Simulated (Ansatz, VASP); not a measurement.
Be: VASP beside Ansatz

The input INCAR:

```
SYSTEM = Be
PREC = Accurate
ENCUT = 600
EDIFF = 1E-6
ISMEAR = 0
SIGMA = 0.1
LREAL = .False.
LASPH = .True.
NELM = 100
ALGO = Normal
ISIF = 3
LWAVE = .False.
LCHARG = .False.
GGA = PE
IBRION = 2
NSW = 100
EDIFFG = -0.01
```

KPOINTS

```
regular mesh
0
Gamma
  9 9 9
  0 0 0
```

Contents of POSCAR:

```
Be
1.0
    3.0018089915      1.7330952293      2.1011653343
   -3.0018089915      1.7330952293      2.1011653343
    0.0000000000     -3.4661904585      2.1011653343
Be
8
Direct
    0.8080729484      0.1919270516      0.5000000000
    0.6949638130      0.3050361870      0.0000000000
    0.2545602935      0.2545602935      0.2545602935
    0.1919270516      0.5000000000      0.8080729484
    0.5000000000      0.8080729484      0.1919270516
    0.7454397065      0.7454397065      0.7454397065
    0.0000000000      0.6949638130      0.3050361870
    0.3050361870      0.0000000000      0.6949638130
```

Input for Ansatz:

```yaml
crystal:
  lattice:
    - [3.0018089915, 1.7330952293, 2.1011653343]
    - [-3.0018089915, 1.7330952293, 2.1011653343]
    - [0.0, -3.4661904585, 2.1011653343]
  atoms:
    - { symbol: Be, position: [0.8080729484, 0.1919270516, 0.5] }
    - { symbol: Be, position: [0.694963813, 0.305036187, 0.0] }
    - { symbol: Be, position: [0.2545602935, 0.2545602935, 0.2545602935] }
    - { symbol: Be, position: [0.1919270516, 0.5, 0.8080729484] }
    - { symbol: Be, position: [0.5, 0.8080729484, 0.1919270516] }
    - { symbol: Be, position: [0.7454397065, 0.7454397065, 0.7454397065] }
    - { symbol: Be, position: [0.0, 0.694963813, 0.305036187] }
    - { symbol: Be, position: [0.305036187, 0.0, 0.694963813] }
basis:
  ecutwfc: 420
kpoints:
  mp_grid: { grid: [9, 9, 9] }
hamiltonian:
  xc: pbe
scf:
  occupations: { method: gaussian, width: 0.1 }
output:
  forces: true
  stress: true
  eigenvalues: true
relax:
  adjacent_minimum: "off"
  f_tol: 0.01
  max_steps: 80
  cell: { stress_tol: 0.05 }
```

Change from the starting cell: the structure that the rattled cell fell into.

Alike in both runs: task relaxation of cell and atoms; functional PBE; k mesh 9 × 9 × 9; occupations gaussian, width 0.1 eV; no spin polarisation.

|  | VASP | Ansatz |
| --- | --- | --- |
| version | VASP 6.6.1 | Ansatz 0.2.0 |
| potentials or method | VASP PAW PBE potentials, release 64 (Be), cutoff 600 eV | scalar-relativistic, plane waves, PAW |
| valence electrons in the cell | 16 | 16 |

|  | VASP | Ansatz | Ansatz less VASP |
| --- | --- | --- | --- |
| gap on the k mesh at the Fermi level, each at its own relaxed structure (eV) | none | none | - |
| relaxed volume (Å³/atom) | 8.21 | 8.19 | -0.016 |
| relaxed length of the cell vector where the two differ most in proportion (Å) | 4.055 | 4.052 | -0.0027 |

A gap of «none» marks a metal or a gap that the smearing closes.
